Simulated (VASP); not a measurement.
# Mg5Cd3O8 (P1) in VASP: a series of runs

The runs below take Mg5Cd3O8 through single point, relaxation of volume and atoms at fixed shape, with PBEsol.

Everything below comes from runs of VASP 6.6.1. Logs are shortened: lines on timing, memory, paths and dates and some standing lists are left out, and cuts for length are marked.

## 1. The cell of the first run

The typed cell holds 64 atoms: a = 8.844 Å, b = 8.844 Å, c = 8.844 Å, α = 90.00°, β = 90.00°, γ = 90.00°.

## 2. Single point, PBEsol

INCAR reads:

```
SYSTEM = Mg5Cd3O8
PREC = Accurate
ENCUT = 700
EDIFF = 1E-6
ISMEAR = -1
SIGMA = 0.05
LREAL = Auto
LASPH = .True.
NELM = 120
ALGO = Normal
ISIF = 2
LWAVE = .False.
LCHARG = .True.
GGA = PS
LELF = .True.
LVHAR = .True.
NBANDS = 226
ISYM = -1
GGA_COMPAT = .False.
```

KPOINTS reads:

```
explicit points
1
Reciprocal
  0.25000000   0.25000000   0.25000000 1
```

POSCAR reads:

```
Mg5Cd3O8
1.0
    8.8436664393      0.0000000000      0.0000000000
    0.0000000000      8.8436664393      0.0000000000
    0.0000000000      0.0000000000      8.8436664393
O Mg Cd
32 20 12
Direct
    0.2360610000      0.9855560000      0.0117290000
    0.2639000000      0.9984910000      0.4901650000
    0.2366500000      0.5148140000      0.9846750000
    0.2636830000      0.5007580000      0.5118350000
    0.7612400000      0.9879750000      0.0001210000
    0.7387630000      0.0094100000      0.5017620000
    0.7629170000      0.5150350000      0.9852200000
    0.7373990000      0.4874890000      0.5141630000
    0.0002210000      0.2496910000      0.0021970000
    0.0023080000      0.2495580000      0.5016360000
    0.0022710000      0.7502910000      0.0108710000
    0.0177240000      0.7484100000      0.4827730000
    0.4985460000      0.2508660000      0.9834770000
    0.4977570000      0.2500090000      0.5103230000
    0.4964940000      0.7498530000      0.0025190000
    0.4896160000      0.7499600000      0.5005390000
    0.9979760000      0.9988820000      0.2386910000
    0.9859660000      0.0139660000      0.7646380000
    0.0001110000      0.4958190000      0.2333200000
    0.9965390000      0.4873970000      0.7609400000
    0.5040880000      0.9889200000      0.2623230000
    0.5125450000      0.0003190000      0.7377750000
    0.5018510000      0.5142660000      0.2661340000
    0.5026290000      0.4996540000      0.7393130000
    0.2376400000      0.2345140000      0.2651400000
    0.2494500000      0.2612380000      0.7361540000
    0.2521740000      0.7614520000      0.2497100000
    0.2625260000      0.7399400000      0.7481050000
    0.7630220000      0.2344750000      0.2651450000
    0.7487270000      0.2494970000      0.7387010000
    0.7518180000      0.7632500000      0.2391880000
    0.7379780000      0.7516820000      0.7601590000
    0.9978010000      0.9973510000      0.0031780000
    0.0000490000      0.5028660000      0.9966760000
    0.5007960000      0.9990450000      0.5006820000
    0.4989580000      0.5004450000      0.5058970000
    0.2529280000      0.2493020000      0.5020910000
    0.2481600000      0.7500830000      0.0023170000
    0.2570700000      0.7496500000      0.4973860000
    0.7477080000      0.2473240000      0.5038530000
    0.7530650000      0.7522370000      0.9999020000
    0.2475940000      0.9960350000      0.2524860000
    0.2531000000      0.5002140000      0.7475270000
    0.7526110000      0.9975980000      0.2506350000
    0.7478930000      0.0022740000      0.7503840000
    0.7478720000      0.4974080000      0.7499220000
    0.0002480000      0.2437070000      0.2501500000
    0.9973460000      0.2517390000      0.7493670000
    0.0032750000      0.7557530000      0.2436050000
    0.5026170000      0.2522310000      0.7414420000
    0.4980420000      0.7544760000      0.2528370000
    0.5003350000      0.7484030000      0.7465020000
    0.0006040000      0.0005300000      0.4992690000
    0.0017820000      0.4978390000      0.5005610000
    0.5007370000      0.9970720000      0.9999620000
    0.5001010000      0.5036060000      0.9967530000
    0.2464070000      0.2503110000      0.9988090000
    0.7528960000      0.2493910000      0.9986390000
    0.7474060000      0.7499780000      0.4995170000
    0.2511600000      0.0005170000      0.7495720000
    0.2494810000      0.5013610000      0.2505500000
    0.7519840000      0.5007160000      0.2497220000
    0.0004780000      0.7488290000      0.7531070000
    0.5003300000      0.2469780000      0.2557910000
```

Potentials or basis: VASP PAW PBE potentials, release 64 (O, Mg, Cd).

Run with:

```
> cat potpaw_PBE.64/O/POTCAR potpaw_PBE.64/Mg/POTCAR potpaw_PBE.64/Cd/POTCAR > POTCAR
> mpirun -np 1 vasp_std > vasp.out
```

OUTCAR:

```text
SYSTEM = Mg5Cd3O8
   PREC = Accurate
   ENCUT = 700
   EDIFF = 1E-6
   ISMEAR = -1
   LREAL = Auto
   LASPH = .True.
   NELM = 120
   ISIF = 2
   GGA = PS
   ISYM = -1

 ion  position               nearest neighbor table
   1  0.236  0.986  0.012-  38 2.09  33 2.11  42 2.13  60 2.33  55 2.35  57 2.35
   2  0.264  0.998  0.490-  35 2.10  42 2.11  39 2.20  37 2.22  60 2.30  53 2.33
   3  0.237  0.515  0.985-  38 2.09  34 2.10  43 2.11  56 2.33  57 2.34  61 2.36
   4  0.264  0.501  0.512-  36 2.08  43 2.09  39 2.21  37 2.23  61 2.31  54 2.32
   5  0.761  0.988  0.000-  41 2.09  33 2.09  45 2.22  44 2.22  55 2.31  58 2.31
   6  0.739  0.009  0.502-  40 2.11  35 2.11  45 2.20  44 2.23  59 2.30  53 2.32
[... 76 lines left out ...]
  58  0.753  0.249  0.999-   9 2.19  13 2.25  30 2.30   5 2.31   7 2.35  29 2.36  48 3.09  45 3.10
                            46 3.11  33 3.11  47 3.12  34 3.13  62 3.14  44 3.15  55 3.15  56 3.17
  59  0.747  0.750  0.500-  16 2.28   6 2.30  31 2.31  32 2.31   8 2.33  12 2.40  52 3.09  35 3.10
                            51 3.10  44 3.11  36 3.11  62 3.12  46 3.15  45 3.15  53 3.15  54 3.17
  60  0.251  0.001  0.750-   2 2.30  28 2.31  26 2.31  22 2.31   1 2.33  18 2.35  37 3.10  35 3.12
                            57 3.12  55 3.13  53 3.13  52 3.13  63 3.14  39 3.15  38 3.15  50 3.15
  61  0.249  0.501  0.251-  19 2.21  23 2.24  27 2.30   4 2.31   3 2.36  25 2.37  39 3.10  38 3.11
                            54 3.11  49 3.13  51 3.14  57 3.14  34 3.15  37 3.15  56 3.15  36 3.16
  62  0.752  0.501  0.250-  19 2.20  23 2.22  31 2.32   7 2.34   8 2.35  29 2.36  59 3.12  54 3.13
                            34 3.13  41 3.14  58 3.14  56 3.16  47 3.16  64 3.16  49 3.17  40 3.17
  63  0.000  0.749  0.753-  11 2.28  20 2.31  28 2.32  32 2.32  18 2.35  12 2.40  34 3.06  41 3.09
                            38 3.11  33 3.12  43 3.13  60 3.14  54 3.15  46 3.15  53 3.16  45 3.16
  64  0.500  0.247  0.256-  14 2.25  21 2.28  25 2.33  29 2.33  23 2.37  13 2.41  35 3.08  37 3.09
                            40 3.10  44 3.14  36 3.15  42 3.15  61 3.16  62 3.16  55 3.16  58 3.19

IMPORTANT INFORMATION: All symmetrisations will be switched off!
NOSYMM: (Re-)initialisation of all symmetry stuff for point group C_1.

----------------------------------------------------------------------------------------

                                     Primitive cell

  volume of cell :     691.6670

  direct lattice vectors                    reciprocal lattice vectors
     8.843666439  0.000000000  0.000000000     0.113075273  0.000000000  0.000000000
     0.000000000  8.843666439  0.000000000     0.000000000  0.113075273  0.000000000
     0.000000000  0.000000000  8.843666439     0.000000000  0.000000000  0.113075273

  length of vectors
     8.843666439  8.843666439  8.843666439     0.113075273  0.113075273  0.113075273

  position of ions in fractional coordinates (direct lattice)
     0.236061000  0.985556000  0.011729000
     0.263900000  0.998491000  0.490165000
     0.236650000  0.514814000  0.984675000
     0.263683000  0.500758000  0.511835000
[... 173 lines left out ...]
   EFERMI_NEDOS =   21; number of points for ismear=-14 and -15
   IALGO  =     38    algorithm
   IMIX   =      4    mixing-type and parameters
     AMIX     =   0.40;   BMIX     =  1.00
     AMIX_MAG =   1.60;   BMIX_MAG =  1.00
  volume/ion in A,a.u.               =      10.81        72.93
  Fermi-wavevector in a.u.,A,eV,Ry     =   1.336098  2.524860 24.288560  1.785159
  Thomas-Fermi vector in A             =   2.464751
   LORBIT       =      0    0 simple, 1 ext, 2 COOP (PROOUT), +10 PAW based schemes
   GGA     = PS    functional components
   LHFCALC =     F    Hartree Fock is set to
   AEXX    =    0.0000 exact exchange contribution
   IVDW    =     0    specifies the selected vdW correction
   LEPSILON=     F    determine dielectric tensor
   LRPA    =     F    only Hartree local field effects (RPA)
 non-spin polarized calculation
  energy-cutoff  :      700.00
  volume of cell :      691.67
 maximum number of plane-waves:     29083
 NGX is ok and might be reduce to    80
   NGX = 39   NGY = 39   NGZ = 39

 number of electron     376.0000020 magnetization

 Free energy of the ion-electron system (eV)
  ---------------------------------------------------
  ext. energy  EPLUGINS =         0.00000000
  ---------------------------------------------------
  free energy    TOTEN  =      -348.15349546 eV

  energy without entropy =     -348.15349546  energy(sigma->0) =     -348.15349546

 E-fermi :   3.9217     XC(G=0): -11.5505

 val. band max:        2.7129726475   @ k =   0.2500   0.2500   0.2500
 cond. band min:       5.2877460580   @ k =   0.2500   0.2500   0.2500
 fundamental gap:      2.5747734105
 Fermi energy:         3.9216677164

 k-point     1 :       0.2500    0.2500    0.2500
  band No.  band energies     occupation
      1     -14.6278      2.00000
      2     -14.4402      2.00000
      3     -14.2673      2.00000
      4     -14.2280      2.00000
      5     -14.2027      2.00000
      6     -14.0597      2.00000
[... 192 lines left out ...]
    199       8.7372      0.00000
    200       8.9183      0.00000
 [bands above 200 left out]

------------------------ aborting loop because EDIFF is reached ----------------------------------------

  FORCE on cell =-STRESS in cart. coord.  units (eV):
  Direction    XX          YY          ZZ          XY          YZ          ZX
  --------------------------------------------------------------------------------------
  -------------------------------------------------------------------------------------
  Total        1.9636795      2.0060834      0.5774490     -1.1342795     -3.0648526     -2.7451558
  in kB        4.5486667      4.6468912      1.3376027     -2.6274449     -7.0994239     -6.3588784
  external PRESSURE =       3.5110536 kB  Pullay stress =       0.0000000 kB

 VOLUME and BASIS-vectors are now :
 -----------------------------------------------------------------------------
  energy-cutoff  :      700.00
  volume of cell :      691.67
      direct lattice vectors                 reciprocal lattice vectors
     8.843666439  0.000000000  0.000000000     0.113075273  0.000000000  0.000000000
     0.000000000  8.843666439  0.000000000     0.000000000  0.113075273  0.000000000
     0.000000000  0.000000000  8.843666439     0.000000000  0.000000000  0.113075273

 POSITION                                       TOTAL-FORCE (eV/Angst)
 -----------------------------------------------------------------------------------
      2.08764      8.71593      0.10373        -0.063204     -0.061859      0.069245
      2.33384      8.83032      4.33486         0.062368     -0.000462     -0.075253
      2.09285      4.55284      8.70814        -0.065674      0.063051     -0.058720
      2.33192      4.42854      4.52650         0.064283     -0.001982      0.071706
      6.73215      8.73732      0.00107         0.074437     -0.071935     -0.001916
      6.53337      0.08322      4.43742        -0.064910      0.076458      0.000182
[... 56 lines left out ...]
      0.00423      6.62239      6.66023        -0.001509      0.004315     -0.012912
      4.42475      2.18419      2.26213         0.001378      0.011570     -0.018884
 -----------------------------------------------------------------------------------
    total drift:                               -0.010823      0.008505     -0.003605

  FREE ENERGIE OF THE ION-ELECTRON SYSTEM (eV)
  ---------------------------------------------------
  free  energy   TOTEN  =      -348.1534954619 eV

  energy  without entropy=     -348.1534954618  energy(sigma->0) =     -348.15349546
```

Run time: 7.9 min. Hardware: 1 thread of Intel Xeon Platinum 8488C (Sapphire Rapids), shared host; peak memory 1 GiB.

Results:

```
Free energy            : -348.1535 eV
Pressure               : 0.4 GPa
Largest force          : 0.112 eV/Å
Band gap on the k mesh : 2.57 eV
```

Forces on the atoms (eV/Å):
```
O   -0.063 -0.062  0.069
O    0.062  0.000 -0.075
O   -0.066  0.063 -0.059
O    0.064 -0.002  0.072
O    0.074 -0.072 -0.002
O   -0.065  0.076  0.000
O    0.068  0.057 -0.063
O   -0.062 -0.067  0.060
O   -0.004  0.000 -0.002
O   -0.002 -0.002 -0.001
O   -0.001  0.000  0.081
O    0.061  0.003 -0.062
O    0.004 -0.004 -0.061
O    0.001  0.002  0.090
O   -0.001  0.003  0.006
O   -0.083 -0.001 -0.002
O    0.003  0.002 -0.070
O   -0.062  0.062  0.057
O    0.005 -0.007 -0.066
O    0.000 -0.070  0.073
O    0.000 -0.079  0.064
O    0.071  0.001 -0.066
O   -0.006  0.064  0.058
O   -0.001 -0.002 -0.079
O   -0.067 -0.057  0.058
O    0.002  0.072 -0.063
O   -0.005  0.072  0.000
O    0.066 -0.073 -0.001
O    0.068 -0.058  0.057
O    0.002  0.002 -0.073
O    0.000  0.065 -0.073
O   -0.066  0.000  0.072
Mg  -0.004 -0.003  0.009
Mg   0.000  0.003 -0.002
Mg   0.001  0.000  0.000
Mg  -0.004 -0.001  0.015
Mg   0.006  0.001  0.003
Mg  -0.003 -0.001  0.006
Mg   0.014  0.000 -0.005
Mg  -0.004 -0.003  0.009
Mg   0.004  0.003  0.001
Mg  -0.003 -0.008  0.002
Mg   0.007 -0.001 -0.003
Mg   0.004 -0.003 -0.001
Mg  -0.004  0.005  0.000
Mg  -0.005 -0.006  0.001
Mg   0.000 -0.008 -0.002
Mg  -0.005  0.005  0.001
Mg   0.004  0.011 -0.014
Mg   0.005  0.005 -0.020
Mg  -0.005  0.008  0.003
Mg   0.000 -0.006 -0.005
Cd  -0.001 -0.005  0.005
Cd  -0.004  0.006 -0.008
Cd  -0.005  0.012  0.003
Cd   0.000 -0.011  0.014
Cd   0.009  0.002  0.009
Cd  -0.011  0.008  0.011
Cd   0.013 -0.006  0.000
Cd  -0.004  0.002  0.005
Cd   0.004 -0.008 -0.005
Cd  -0.004 -0.006  0.000
Cd  -0.002  0.004 -0.013
Cd   0.001  0.012 -0.019
```

Caveat: the PAW data sets were made with another functional, which shifts forces and pressure a little; a shifted mesh leaves out Γ, where band edges can lie.

[end of part 1 of 2]
